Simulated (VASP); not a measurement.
# GaAs (F-43m) in VASP: a series of runs

GaAs is run at these levels: PBE; tasks: relaxation of the atoms, single point.

All numbers are computed with VASP 6.6.1; they aren't measurements. Logs are shortened: lines on timing, memory, paths and dates and some standing lists are left out, and cuts for length are marked.

## 1. The cell of the first run

It takes space group F-43m (No. 216, cubic). The conventional cell has a = 5.765 Å, b = 5.765 Å, c = 5.765 Å, α = 90.00°, β = 90.00°, γ = 90.00°. Ga (site symmetry -43m) has 4 As at 2.50 Å within 3.3 Å. As (site symmetry -43m) has 4 Ga at 2.50 Å within 3.3 Å.

## 2. Relaxation of the atoms, PBE (volume scaled by 1.06)

File INCAR:

```
SYSTEM = GaAs
PREC = Accurate
ENCUT = 520
EDIFF = 1E-6
ISMEAR = -1
SIGMA = 0.02
LREAL = .FALSE.
LASPH = .TRUE.
NELM = 100
ALGO = Normal
ISIF = 2
LWAVE = .FALSE.
LCHARG = .FALSE.
GGA = PE
IBRION = 2
NSW = 80
EDIFFG = -0.02
```

File KPOINTS:

```
regular mesh
0
G
  13 13 13
  0 0 0
```

File POSCAR:

```
GaAs
1.0
    0.0000000000      2.8822925071      2.8822925071
    2.8822925071      0.0000000000      2.8822925071
    2.8822925071      2.8822925071      0.0000000000
Ga As
1 1
Direct
    0.0000000000      0.0000000000      0.0000000000
    0.2500000000      0.2500000000      0.2500000000
```

Potentials or basis: VASP PAW PBE potentials, release 64 (Ga_d, As).

Run with:

```sh
cat potpaw_PBE.64/Ga_d/POTCAR potpaw_PBE.64/As/POTCAR > POTCAR
mpirun -np 1 vasp_std > vasp.out
```

OUTCAR:

```text
SYSTEM = GaAs
   PREC = Accurate
   ENCUT = 520
   EDIFF = 1E-6
   ISMEAR = -1
   LREAL = .FALSE.
   LASPH = .TRUE.
   NELM = 100
   ISIF = 2
   GGA = PE
   IBRION = 2
   NSW = 80
   EDIFFG = -0.02

 ion  position               nearest neighbor table
   1  0.000  0.000  0.000-   2 2.50   2 2.50   2 2.50   2 2.50
   2  0.250  0.250  0.250-   1 2.50   1 2.50   1 2.50   1 2.50

  LATTYP: Found a face centered cubic cell.
 ALAT       =     5.7645850142

  Lattice vectors:

 A1 = (   0.0000000000,   2.8822925071,   2.8822925071)
 A2 = (   2.8822925071,   0.0000000000,   2.8822925071)
 A3 = (   2.8822925071,   2.8822925071,   0.0000000000)

Analysis of symmetry for initial positions (statically):
=====================================================================
 Subroutine PRICEL returns:
 Original cell was already a primitive cell.

 Routine SETGRP: Setting up the symmetry group for a
 face centered cubic supercell.

 Subroutine GETGRP returns: Found 24 space group operations
 (whereof 24 operations were pure point group operations)
 out of a pool of 48 trial point group operations.

The static configuration has the point symmetry T_d .

Analysis of symmetry for dynamics (positions and initial velocities):
=====================================================================
 Subroutine PRICEL returns:
 Original cell was already a primitive cell.

 Routine SETGRP: Setting up the symmetry group for a
 face centered cubic supercell.

 Subroutine GETGRP returns: Found 24 space group operations
 (whereof 24 operations were pure point group operations)
 out of a pool of 48 trial point group operations.

The dynamic configuration has the point symmetry T_d .

 Subroutine INISYM returns: Found 24 space group operations
 (whereof 24 operations are pure point group operations),
 and found     1 'primitive' translations

----------------------------------------------------------------------------------------

                                     Primitive cell

  volume of cell :      47.8899

  direct lattice vectors                    reciprocal lattice vectors
     0.000000000  2.882292507  2.882292507    -0.173473025  0.173473025  0.173473025
     2.882292507  0.000000000  2.882292507     0.173473025 -0.173473025  0.173473025
     2.882292507  2.882292507  0.000000000     0.173473025  0.173473025 -0.173473025

  length of vectors
     4.076177154  4.076177154  4.076177154     0.300464093  0.300464093  0.300464093

  position of ions in fractional coordinates (direct lattice)
     0.000000000  0.000000000  0.000000000
     0.250000000  0.250000000  0.250000000

  ion indices of the primitive-cell ions
   primitive index   ion index
                 1           1
                 2           2

----------------------------------------------------------------------------------------

 KPOINTS: regular mesh

Automatic generation of k-mesh.
 Grid dimensions read from file:
 generate k-points for:   13   13   13

 Generating k-lattice:

  Cartesian coordinates                     Fractional coordinates (reciprocal lattice)
    -0.013344079  0.013344079  0.013344079     0.076923077  0.000000000  0.000000000
     0.013344079 -0.013344079  0.013344079     0.000000000  0.076923077  0.000000000
     0.013344079  0.013344079 -0.013344079     0.000000000  0.000000000  0.076923077

  Length of vectors
     0.023112623  0.023112623  0.023112623

  Shift w.r.t. Gamma in fractional coordinates (k-lattice)
     0.000000000  0.000000000  0.000000000

 Subroutine IBZKPT returns following result:
 ===========================================

 Found     84 irreducible k-points:

 Following reciprocal coordinates:
            Coordinates               Weight
  0.000000  0.000000  0.000000      1.000000
  0.076923  0.000000  0.000000      8.000000
  0.153846  0.000000  0.000000      8.000000
  0.230769  0.000000  0.000000      8.000000
  0.307692  0.000000  0.000000      8.000000
  0.384615  0.000000  0.000000      8.000000
[... 16 lines left out ...]
  0.384615  0.153846  0.000000     24.000000
  0.461538  0.153846  0.000000     24.000000
 [... further k-points ...]
   k-points           NKPTS =     84   k-points in BZ     NKDIM =     84   number of bands    NBANDS=     13
   number of dos      NEDOS =    301   number of ions     NIONS =      2
   total plane-waves  NPLWV =  27000
   dimension x,y,z NGX =    30 NGY =   30 NGZ =   30
   dimension x,y,z NGXF=    60 NGYF=   60 NGZF=   60
   ions per type =               1   1
   NGX,Y,Z   is equivalent  to a cutoff of  12.24, 12.24, 12.24 a.u.
   NGXF,Y,Z  is equivalent  to a cutoff of  24.47, 24.47, 24.47 a.u.
 SYSTEM =  GaAs
   PREC   = accura    normal or accurate (medium, high low for compatibility)
   ISTART =      0    job   : 0-new  1-cont  2-samecut
   ICHARG =      2    charge: 1-file 2-atom 10-const
   ISPIN  =      1    spin polarized calculation?
   LNONCOLLINEAR =      F non collinear calculations
   LSORBIT =      F    spin-orbit coupling
   LASPH  =      T    aspherical Exc in radial PAW
   ENCUT  =  520.0 eV  38.22 Ry    6.18 a.u.   7.58  7.58  7.58*2*pi/ulx,y,z
   NELM   =    100;   NELMIN=  2; NELMDL= -5     # of ELM steps
   EDIFF  = 0.1E-05   stopping-criterion for ELM
   LREAL  =      F    real-space projection
   EDIFFG = -.2E-01   stopping-criterion for IOM
   NSW    =     80    number of steps for IOM
   IBRION =      2    ionic relax: 0-MD 1-quasi-New 2-CG
   NFREE  =      1    steps in history (QN), initial steepest desc. (CG)
   ISIF   =      2    stress and relaxation
   ISYM   =      2    0-nonsym 1-usesym 2-fastsym
   POTIM  = 0.5000    time-step for ionic-motion
   TEBEG  =    0.0;   TEEND  =   0.0 temperature during run
   PSTRESS=    0.0 pullay stress
   NELECT =      18.0000    total number of electrons
   NUPDOWN=      -1.0000    fix difference up-down
   EMIN   =  10.00;   EMAX   =-10.00  energy-range for DOS
   EFERMI =   0.00;   METHOD = LEGACY
   ISMEAR =    -1;   SIGMA  =   0.02  broadening in eV -4-tet -1-fermi 0-gaus
   EFERMI_NEDOS =   21; number of points for ismear=-14 and -15
   IALGO  =     38    algorithm
   IMIX   =      4    mixing-type and parameters
     AMIX     =   0.40;   BMIX     =  1.00
     AMIX_MAG =   1.60;   BMIX_MAG =  1.00
  volume/ion in A,a.u.               =      23.94       161.59
  Fermi-wavevector in a.u.,A,eV,Ry     =   1.181456  2.232628 18.991538  1.395839
  Thomas-Fermi vector in A             =   2.317729
   LORBIT       =      0    0 simple, 1 ext, 2 COOP (PROOUT), +10 PAW based schemes
   GGA     = PE    functional components
   LHFCALC =     F    Hartree Fock is set to
   AEXX    =    0.0000 exact exchange contribution
   IVDW    =     0    specifies the selected vdW correction
   LEPSILON=     F    determine dielectric tensor
   LRPA    =     F    only Hartree local field effects (RPA)
 conjugate gradient relaxation of ions
 non-spin polarized calculation
  energy-cutoff  :      520.00
  volume of cell :       47.89
 maximum number of plane-waves:      1308
   NGX = 15   NGY = 15   NGZ = 15

 number of electron      17.9999993 magnetization

 Free energy of the ion-electron system (eV)
  ---------------------------------------------------
  ext. energy  EPLUGINS =         0.00000000
  ---------------------------------------------------
  free energy    TOTEN  =        -8.27610985 eV

  energy without entropy =       -8.27608824  energy(sigma->0) =       -8.27609904

 E-fermi :   3.4591     XC(G=0):  -9.3289

 val. band max:        3.4002142223   @ k =   0.0000   0.0000   0.0000
 cond. band min:       3.4912588667   @ k =   0.0000   0.0000   0.0000
 fundamental gap:      0.0910446444
 Fermi energy:         3.4590869375

 k-point     1 :       0.0000    0.0000    0.0000
  band No.  band energies     occupation
      1     -11.3102      2.00000
      2     -11.3102      2.00000
      3     -11.3102      2.00000
      4     -11.2443      2.00000
      5     -11.2443      2.00000
      6      -8.9225      2.00000
      7       3.4002      1.89993
      8       3.4002      1.89992
      9       3.4002      1.89992
     10       3.4913      0.33357
     11       7.1133      0.00000
     12       7.1133      0.00000
     13       7.1133      0.00000

 k-point     2 :       0.0769    0.0000    0.0000
  band No.  band energies     occupation
      1     -11.3142      2.00000
      2     -11.3090      2.00000
      3     -11.3090      2.00000
      4     -11.2443      2.00000
      5     -11.2443      2.00000
      6      -8.8585      2.00000
      7       2.2098      2.00000
      8       3.3115      1.99875
      9       3.3115      1.99875
     10       4.4068      0.00000
     11       7.2111      0.00000
     12       7.2475      0.00000
     13       7.2475      0.00000

 k-point     3 :       0.1538    0.0000    0.0000
  band No.  band energies     occupation
      1     -11.3249      2.00000
      2     -11.3060      2.00000
      3     -11.3060      2.00000
      4     -11.2444      2.00000
      5     -11.2444      2.00000
      6      -8.6714      2.00000
      7       0.9125      2.00000
      8       3.0945      2.00000
      9       3.0945      2.00000
     10       4.7896      0.00000
     11       7.5653      0.00000
     12       7.5653      0.00000
     13       7.7613      0.00000

 k-point     4 :       0.2308    0.0000    0.0000
  band No.  band energies     occupation
      1     -11.3393      2.00000
      2     -11.3020      2.00000
      3     -11.3020      2.00000
      4     -11.2441      2.00000
      5     -11.2441      2.00000
      6      -8.3767      2.00000
      7      -0.3368      2.00000
      8       2.8385      2.00000
      9       2.8385      2.00000
     10       4.7105      0.00000
     11       7.8774      0.00000
     12       7.8774      0.00000
     13       8.7855      0.00000

 k-point     5 :       0.3077    0.0000    0.0000
  band No.  band energies     occupation
      1     -11.3538      2.00000
      2     -11.2983      2.00000
      3     -11.2983      2.00000
      4     -11.2433      2.00000
      5     -11.2433      2.00000
      6      -8.0073      2.00000
      7      -1.4541      2.00000
      8       2.6090      2.00000
      9       2.6090      2.00000
     10       4.5124      0.00000
     11       8.0332      0.00000
     12       8.0332      0.00000
     13       9.9792      0.00000
[... 257 lines left out ...]
 k-point    22 :       0.3077    0.1538    0.0000
  band No.  band energies     occupation
      1     -11.3565      2.00000
      2     -11.2951      2.00000
      3     -11.2934      2.00000
      4     -11.2499      2.00000
      5     -11.2401      2.00000
      6      -8.0531      2.00000
      7      -0.9253      2.00000
      8       1.8706      2.00000
      9       2.0662      2.00000
     10       5.8040      0.00000
     11       6.9159      0.00000
     12       8.9790      0.00000
     13       9.1460      0.00000

 k-point    23 :       0.3846    0.1538    0.0000
  band No.  band energies     occupation
      1     -11.3668      2.00000
      2     -11.2929      2.00000
      3     -11.2904      2.00000
      4     -11.2492      2.00000
      5     -11.2395      2.00000
      6      -7.6844      2.00000
      7      -1.8343      2.00000
      8       1.4842      2.00000
      9       1.9376      2.00000
     10       5.6738      0.00000
     11       7.4383      0.00000
     12       9.1691      0.00000
     13       9.2128      0.00000

 k-point    24 :       0.4615    0.1538    0.0000
  band No.  band energies     occupation
      1     -11.3739      2.00000
      2     -11.2917      2.00000
      3     -11.2888      2.00000
      4     -11.2474      2.00000
      5     -11.2396      2.00000
      6      -7.3449      2.00000
      7      -2.5322      2.00000
      8       1.1686      2.00000
      9       1.9143      2.00000
     10       5.5638      0.00000
     11       7.6853      0.00000
     12       9.0260      0.00000
     13       9.9803      0.00000

 [... further k-points ...]
[... 5 lines left out ...]
  --------------------------------------------------------------------------------------
  -------------------------------------------------------------------------------------
  Total       -0.1294849     -0.1294849     -0.1294849     -0.0000000      0.0000000      0.0000000
  in kB       -4.3319717     -4.3319717     -4.3319717     -0.0000000      0.0000000      0.0000000
  external PRESSURE =      -4.3319717 kB  Pullay stress =       0.0000000 kB

 VOLUME and BASIS-vectors are now :
 -----------------------------------------------------------------------------
  energy-cutoff  :      520.00
  volume of cell :       47.89
      direct lattice vectors                 reciprocal lattice vectors
     0.000000000  2.882292507  2.882292507    -0.173473025  0.173473025  0.173473025
     2.882292507  0.000000000  2.882292507     0.173473025 -0.173473025  0.173473025
     2.882292507  2.882292507  0.000000000     0.173473025  0.173473025 -0.173473025

 POSITION                                       TOTAL-FORCE (eV/Angst)
 -----------------------------------------------------------------------------------
      0.00000      0.00000      0.00000         0.000000      0.000000      0.000000
      1.44115      1.44115      1.44115        -0.000000     -0.000000     -0.000000
 -----------------------------------------------------------------------------------
    total drift:                                0.000002      0.000002      0.000002

  FREE ENERGIE OF THE ION-ELECTRON SYSTEM (eV)
  ---------------------------------------------------
  free  energy   TOTEN  =        -8.2761098494 eV

  energy  without entropy=       -8.2760882360  energy(sigma->0) =       -8.27609904

 reached required accuracy - stopping structural energy minimisation
```

It took 52 s on 1 thread of Intel Xeon Platinum 8488C (Sapphire Rapids), shared host; peak memory 0.21 GiB.

Results:

```
Free energy             : -8.2761 eV
Pressure after relaxing : -0.4 GPa
Band gap on the k mesh  : 0.09 eV, direct
```

Final structure:
```xyz
2
Lattice="0.0000 2.8823 2.8823 2.8823 0.0000 2.8823 2.8823 2.8823 0.0000" Properties=species:S:1:pos:R:3 pbc="T T T"
Ga    0.0000    0.0000    0.0000
As    1.4411    1.4411    1.4411
```

Caveat: the cell differs from its parent crystal (volume scaled by 1.06); the relaxation stopped at its first step, so nothing moved.

## 3. Relaxation of the atoms, PBE

This run uses another cell than the first one, of 22.59 Å³/atom, 0.943 times its volume.

File INCAR:

```
PREC = Accurate
ENCUT = 520
EDIFF = 1E-6
ISMEAR = -1
SIGMA = 0.02
LREAL = F
LASPH = T
NELM = 80
ALGO = Normal
ISIF = 2
LWAVE = F
LCHARG = F
GGA = PE
IBRION = 2
NSW = 80
EDIFFG = -0.02
```

File KPOINTS:

```
regular mesh
0
Gamma
  13 13 13
```

File POSCAR:

```
GaAs
1.0
    0.0000000000      2.8268500000      2.8268500000
    2.8268500000      0.0000000000      2.8268500000
    2.8268500000      2.8268500000      0.0000000000
Ga As
1 1
Direct
    0.0000000000      0.0000000000      0.0000000000
    0.2500000000      0.2500000000      0.2500000000
```

Potentials or basis: VASP PAW PBE potentials, release 64 (Ga_d, As).

Run with:

```sh
cat potpaw_PBE.64/Ga_d/POTCAR potpaw_PBE.64/As/POTCAR > POTCAR
mpirun -np 1 vasp_std > vasp.out
```

Wall time 63 s (1 thread of Intel Xeon 8259CL, shared host); peak memory 0.21 GiB.

It converged, with:

- Free energy: -8.2519 eV
- Pressure after relaxing: 3.5 GPa
- Band gap on the k mesh: 0.52 eV, direct

Final structure:
```
Ga As
1.0
     0.00000    2.82685    2.82685
     2.82685    0.00000    2.82685
     2.82685    2.82685    0.00000
Ga As
1 1
Direct
  0.00000 0.00000 0.00000
  0.25000 0.25000 0.25000
```

Levels at points of the mesh, in eV from the valence-band top:
| k point | band 7 | band 8 | band 9 | band 10 | band 11 | band 12 |
| --- | --- | --- | --- | --- | --- | --- |
| (0.00, 0.00, 0.00) | 0.00 | 0.00 | 0.00 | 0.52 | 3.73 | 3.73 |

Caveat: the relaxation stopped at its first step, so nothing moved. A k mesh can miss the band edges.

(Part 1 of 2 ends here.)
